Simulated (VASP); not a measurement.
# CdI2 (P-3m1) in VASP: notebook

The runs below take CdI2 through single point, with PBEsol.

All numbers are computed with VASP 6.6.1; they aren't measurements. Logs are shortened: lines on timing, memory, paths and dates and some standing lists are left out, and cuts for length are marked.

### 1 The cell of the first run

It takes space group P-3m1 (No. 164, trigonal). Conventional cell: a = 4.329 Å, b = 4.329 Å, c = 6.859 Å, α = 90.00°, β = 90.00°, γ = 120.00°. Within 4.0 Å of Cd (site symmetry -3m) lie 6 I at 3.03 Å. Within 4.0 Å of I (site symmetry 3m) lie 3 Cd at 3.03 Å.

### 2 Single point, PBEsol (equal xx and yy strain of +2 %)

INCAR

```
PREC     = Accurate       # precision mode
ENCUT    = 500            # plane-wave cutoff, eV
EDIFF    = 1E-6           # SCF threshold, eV
ISMEAR   = -1             # smearing method
SIGMA    = 0.03           # smearing width, eV
LREAL    = F              # projectors in reciprocal space
LASPH    = T              # aspherical terms in the spheres
NELM     = 120            # most SCF steps
ALGO     = Normal         # electronic algorithm
ISIF     = 2              # what is computed and relaxed
LWAVE    = F              # write WAVECAR
LCHARG   = T              # write CHGCAR
GGA      = PS             # functional
LELF     = T              # ELF
LVHAR    = T            
NBANDS   = 20             # bands
GGA_COMPAT= F
```

KPOINTS

```
Automatic mesh
0
Gamma
  8 8 5
```

POSCAR

```
CdI2
1.0
    4.3288791990      0.0000000000      0.0000000000
   -2.1644395994      3.7489193562      0.0000000000
    0.0000000000      0.0000000000      6.8590000000
Cd I
1 2
Direct
    0.0000000000      0.0000000000      0.0000000000
    0.3333333333      0.6666666667      0.2492000000
    0.6666666667      0.3333333333      0.7508000000
```

Potentials or basis: VASP PAW PBE potentials, release 64 (Cd, I).

Started as:

```
$ cat potpaw_PBE.64/Cd/POTCAR potpaw_PBE.64/I/POTCAR > POTCAR
$ mpirun -np 1 vasp_std > vasp.out
```

OUTCAR:

```text
PREC = Accurate
   ENCUT = 500
   EDIFF = 1E-6
   ISMEAR = -1
   LREAL = F
   LASPH = T
   NELM = 120
   ISIF = 2
   GGA = PS

 ion  position               nearest neighbor table
   1  0.000  0.000  0.000-   2 3.03   3 3.03   2 3.03   3 3.03   3 3.03   2 3.03
   2  0.333  0.667  0.249-   1 3.03   1 3.03   1 3.03
   3  0.667  0.333  0.751-   1 3.03   1 3.03   1 3.03

  LATTYP: Found a hexagonal cell.
 ALAT       =     4.3288791990
 C/A-ratio  =     1.5844747993

  Lattice vectors:

 A1 = (   4.3288791990,   0.0000000000,   0.0000000000)
 A2 = (  -2.1644395994,   3.7489193562,   0.0000000000)
 A3 = (   0.0000000000,   0.0000000000,   6.8590000000)

Analysis of symmetry for initial positions (statically):
=====================================================================
 Subroutine PRICEL returns:
 Original cell was already a primitive cell.

 Routine SETGRP: Setting up the symmetry group for a
 hexagonal supercell.

 Subroutine GETGRP returns: Found 12 space group operations
 (whereof 12 operations were pure point group operations)
 out of a pool of 24 trial point group operations.

The static configuration has the point symmetry D_3d.

Analysis of symmetry for dynamics (positions and initial velocities):
=====================================================================
 Subroutine PRICEL returns:
 Original cell was already a primitive cell.

 Routine SETGRP: Setting up the symmetry group for a
 hexagonal supercell.

 Subroutine GETGRP returns: Found 12 space group operations
 (whereof 12 operations were pure point group operations)
 out of a pool of 24 trial point group operations.

The dynamic configuration has the point symmetry D_3d.

 Subroutine INISYM returns: Found 12 space group operations
 (whereof 12 operations are pure point group operations),
 and found     1 'primitive' translations

----------------------------------------------------------------------------------------

                                     Primitive cell

  volume of cell :     111.3121

  direct lattice vectors                    reciprocal lattice vectors
     4.328879199  0.000000000  0.000000000     0.231006677  0.133371767  0.000000000
    -2.164439599  3.748919356  0.000000000     0.000000000  0.266743535  0.000000000
     0.000000000  0.000000000  6.859000000     0.000000000  0.000000000  0.145793847

  length of vectors
     4.328879199  4.328879199  6.859000000     0.266743535  0.266743535  0.145793847

  position of ions in fractional coordinates (direct lattice)
     0.000000000  0.000000000  0.000000000
     0.333333333  0.666666667  0.249200000
     0.666666667  0.333333333  0.750800000

  ion indices of the primitive-cell ions
   primitive index   ion index
                 1           1
                 2           2
                 3           3

----------------------------------------------------------------------------------------

 KPOINTS: Automatic mesh

Automatic generation of k-mesh.
 Grid dimensions read from file:
 generate k-points for:    8    8    5

 Generating k-lattice:

  Cartesian coordinates                     Fractional coordinates (reciprocal lattice)
     0.028875835  0.016671471  0.000000000     0.125000000 -0.000000000  0.000000000
     0.000000000  0.033342942  0.000000000     0.000000000  0.125000000  0.000000000
     0.000000000  0.000000000  0.029158769     0.000000000  0.000000000  0.200000000

  Length of vectors
     0.033342942  0.033342942  0.029158769

  Shift w.r.t. Gamma in fractional coordinates (k-lattice)
     0.000000000  0.000000000  0.000000000

 Subroutine IBZKPT returns following result:
 ===========================================

 Found     40 irreducible k-points:

 Following reciprocal coordinates:
            Coordinates               Weight
  0.000000  0.000000  0.000000      1.000000
  0.125000 -0.000000  0.000000      6.000000
  0.250000 -0.000000  0.000000      6.000000
  0.375000  0.000000  0.000000      6.000000
  0.500000 -0.000000  0.000000      3.000000
  0.125000  0.125000  0.000000      6.000000
[... 16 lines left out ...]
 -0.125000  0.500000  0.200000     12.000000
  0.250000  0.250000  0.200000     12.000000
 [... further k-points ...]
   k-points           NKPTS =     40   k-points in BZ     NKDIM =     40   number of bands    NBANDS=     20
   number of dos      NEDOS =    301   number of ions     NIONS =      3
   total plane-waves  NPLWV =  51200
   dimension x,y,z NGX =    32 NGY =   32 NGZ =   50
   dimension x,y,z NGXF=    64 NGYF=   64 NGZF=  100
   ions per type =               1   2
   NGX,Y,Z   is equivalent  to a cutoff of  12.29, 12.29, 12.12 a.u.
   NGXF,Y,Z  is equivalent  to a cutoff of  24.58, 24.58, 24.24 a.u.
 SYSTEM =  unknown system
   PREC   = accura    normal or accurate (medium, high low for compatibility)
   ISTART =      0    job   : 0-new  1-cont  2-samecut
   ICHARG =      2    charge: 1-file 2-atom 10-const
   ISPIN  =      1    spin polarized calculation?
   LNONCOLLINEAR =      F non collinear calculations
   LSORBIT =      F    spin-orbit coupling
   LASPH  =      T    aspherical Exc in radial PAW
   ENCUT  =  500.0 eV  36.75 Ry    6.06 a.u.   7.89  7.89 12.51*2*pi/ulx,y,z
   NELM   =    120;   NELMIN=  2; NELMDL= -5     # of ELM steps
   EDIFF  = 0.1E-05   stopping-criterion for ELM
   LREAL  =      F    real-space projection
   EDIFFG = 0.1E-04   stopping-criterion for IOM
   NSW    =      0    number of steps for IOM
   IBRION =     -1    ionic relax: 0-MD 1-quasi-New 2-CG
   NFREE  =      0    steps in history (QN), initial steepest desc. (CG)
   ISIF   =      2    stress and relaxation
   ISYM   =      2    0-nonsym 1-usesym 2-fastsym
   POTIM  = 0.5000    time-step for ionic-motion
   TEBEG  =    0.0;   TEEND  =   0.0 temperature during run
   PSTRESS=    0.0 pullay stress
   NELECT =      26.0000    total number of electrons
   NUPDOWN=      -1.0000    fix difference up-down
   EMIN   =  10.00;   EMAX   =-10.00  energy-range for DOS
   EFERMI =   0.00;   METHOD = LEGACY
   ISMEAR =    -1;   SIGMA  =   0.03  broadening in eV -4-tet -1-fermi 0-gaus
   EFERMI_NEDOS =   21; number of points for ismear=-14 and -15
   IALGO  =     38    algorithm
   IMIX   =      4    mixing-type and parameters
     AMIX     =   0.40;   BMIX     =  1.00
     AMIX_MAG =   1.60;   BMIX_MAG =  1.00
  volume/ion in A,a.u.               =      37.10       250.39
  Fermi-wavevector in a.u.,A,eV,Ry     =   1.008212  1.905244 13.830203  1.016491
  Thomas-Fermi vector in A             =   2.141065
   LORBIT       =      0    0 simple, 1 ext, 2 COOP (PROOUT), +10 PAW based schemes
   GGA     = PS    functional components
   LHFCALC =     F    Hartree Fock is set to
   AEXX    =    0.0000 exact exchange contribution
   IVDW    =     0    specifies the selected vdW correction
   LEPSILON=     F    determine dielectric tensor
   LRPA    =     F    only Hartree local field effects (RPA)
 non-spin polarized calculation
  energy-cutoff  :      500.00
  volume of cell :      111.31
 maximum number of plane-waves:      2848
   NGX = 15   NGY = 15   NGZ = 25

 number of electron      26.0000004 magnetization

 Free energy of the ion-electron system (eV)
  ---------------------------------------------------
  ext. energy  EPLUGINS =         0.00000000
  ---------------------------------------------------
  free energy    TOTEN  =        -6.34711273 eV

  energy without entropy =       -6.34711273  energy(sigma->0) =       -6.34711273

 E-fermi :   2.2196     XC(G=0):  -8.5805

 val. band max:        1.5166462279   @ k =   0.1250  -0.0000   0.0000
 cond. band min:       3.7379963118   @ k =   0.0000   0.0000   0.0000
 fundamental gap:      2.2213500839
 Fermi energy:         2.2196420403

 k-point     1 :       0.0000    0.0000    0.0000
  band No.  band energies     occupation
      1     -10.4413      2.00000
      2      -9.7720      2.00000
      3      -5.9381      2.00000
      4      -5.9381      2.00000
      5      -5.8278      2.00000
      6      -5.7551      2.00000
[... 12 lines left out ...]
     19      10.4399      0.00000
     20      10.5768      0.00000

 k-point     2 :       0.1250   -0.0000    0.0000
  band No.  band energies     occupation
      1     -10.3724      2.00000
      2      -9.7648      2.00000
      3      -5.9278      2.00000
      4      -5.9027      2.00000
      5      -5.8139      2.00000
      6      -5.7587      2.00000
[... 12 lines left out ...]
     19       9.9098      0.00000
     20      10.4223      0.00000

 k-point     3 :       0.2500   -0.0000    0.0000
  band No.  band energies     occupation
      1     -10.1924      2.00000
      2      -9.7518      2.00000
      3      -5.9100      2.00000
      4      -5.8358      2.00000
      5      -5.7721      2.00000
      6      -5.7525      2.00000
[... 12 lines left out ...]
     19       9.3651      0.00000
     20      10.4949      0.00000

 k-point     4 :       0.3750    0.0000    0.0000
  band No.  band energies     occupation
      1      -9.9781      2.00000
      2      -9.7567      2.00000
      3      -5.9029      2.00000
      4      -5.8283      2.00000
      5      -5.7522      2.00000
      6      -5.7140      2.00000
[... 12 lines left out ...]
     19      10.0820      0.00000
     20      10.7616      0.00000

 k-point     5 :       0.5000   -0.0000    0.0000
  band No.  band energies     occupation
      1      -9.8371      2.00000
      2      -9.8051      2.00000
      3      -5.9027      2.00000
      4      -5.8345      2.00000
      5      -5.7454      2.00000
      6      -5.7000      2.00000
[... 12 lines left out ...]
     19      10.4572      0.00000
     20      11.1596      0.00000
[... 353 lines left out ...]
      6      -5.7308      2.00000
[... 12 lines left out ...]
     19       9.0218      0.00000
     20      10.3454      0.00000

 k-point    22 :       0.3750    0.1250    0.2000
  band No.  band energies     occupation
      1      -9.8437      2.00000
      2      -9.7984      2.00000
      3      -5.8812      2.00000
      4      -5.8188      2.00000
      5      -5.7436      2.00000
      6      -5.7108      2.00000
[... 12 lines left out ...]
     19      10.3383      0.00000
     20      11.1851      0.00000

 k-point    23 :      -0.1250    0.5000    0.2000
  band No.  band energies     occupation
      1      -9.8802      2.00000
      2      -9.7593      2.00000
      3      -5.8805      2.00000
      4      -5.8198      2.00000
      5      -5.7451      2.00000
      6      -5.7111      2.00000
[... 12 lines left out ...]
     19      10.1966      0.00000
     20      10.7553      0.00000

 k-point    24 :       0.2500    0.2500    0.2000
  band No.  band energies     occupation
      1      -9.8781      2.00000
      2      -9.7638      2.00000
      3      -5.8535      2.00000
      4      -5.7934      2.00000
      5      -5.7541      2.00000
      6      -5.7117      2.00000
[... 12 lines left out ...]
     19       9.1052      0.00000
     20      10.4496      0.00000

 [... further k-points ...]
[... 5 lines left out ...]
  --------------------------------------------------------------------------------------
  -------------------------------------------------------------------------------------
  Total       -1.1897214     -1.1897214     -0.7347011     -0.0000000      0.0000000     -0.0000000
  in kB      -17.1243261    -17.1243261    -10.5749639     -0.0000000      0.0000000     -0.0000000
  external PRESSURE =     -14.9412054 kB  Pullay stress =       0.0000000 kB

 VOLUME and BASIS-vectors are now :
 -----------------------------------------------------------------------------
  energy-cutoff  :      500.00
  volume of cell :      111.31
      direct lattice vectors                 reciprocal lattice vectors
     4.328879199  0.000000000  0.000000000     0.231006677  0.133371767  0.000000000
    -2.164439599  3.748919356  0.000000000     0.000000000  0.266743535  0.000000000
     0.000000000  0.000000000  6.859000000     0.000000000  0.000000000  0.145793847

 POSITION                                       TOTAL-FORCE (eV/Angst)
 -----------------------------------------------------------------------------------
      0.00000      0.00000      0.00000         0.000000      0.000000      0.000000
     -0.00000      2.49928      1.70926        -0.000000      0.000000     -0.232163
      2.16444      1.24964      5.14974         0.000000      0.000000      0.232163
 -----------------------------------------------------------------------------------
    total drift:                                0.000000     -0.000000      0.000000

  FREE ENERGIE OF THE ION-ELECTRON SYSTEM (eV)
  ---------------------------------------------------
  free  energy   TOTEN  =        -6.3471127350 eV

  energy  without entropy=       -6.3471127350  energy(sigma->0) =       -6.34711273
```

Run time: 50 s. Hardware: 1 thread of AMD EPYC 9R14 (Zen 4), shared host; peak memory 0.22 GiB.

Results:

| Property | Result |
| --- | --- |
| Free energy | -6.3471 eV |
| Pressure | -1.5 GPa |
| Largest force | 0.232 eV/Å |
| Band gap on the k mesh | 2.22 eV (least direct gap 2.24 eV) |

Forces on the atoms (eV/Å):
```
Cd   0.000  0.000  0.000
I    0.000  0.000 -0.232
I    0.000  0.000  0.232
```

Levels at points of the mesh, in eV from the valence-band top:
```csv
k point,band 9,band 10,band 11,band 12,band 13,band 14,band 15,band 16,band 17,band 18
"(0.00, 0.00, 0.00)",-0.30,-0.30,-0.18,-0.18,-0.02,2.22,4.30,6.19,6.19,8.29
"(0.50, 0.00, 0.00)",-2.56,-1.84,-1.47,-0.63,-0.11,2.57,4.92,5.91,6.42,7.58
```

Caveat: the cell differs from its parent crystal (equal xx and yy strain of +2 %); the PAW data sets were made with another functional, which shifts forces and pressure a little; spin-orbit coupling is left out, which moves the levels of the heavy elements; an odd mesh through Γ misses points on the zone boundary, where band edges can lie; this functional lacks dispersion, which binds the layers, so the pressure and a relaxed spacing across them are unreliable.

(Continued in part 2 of 2.)
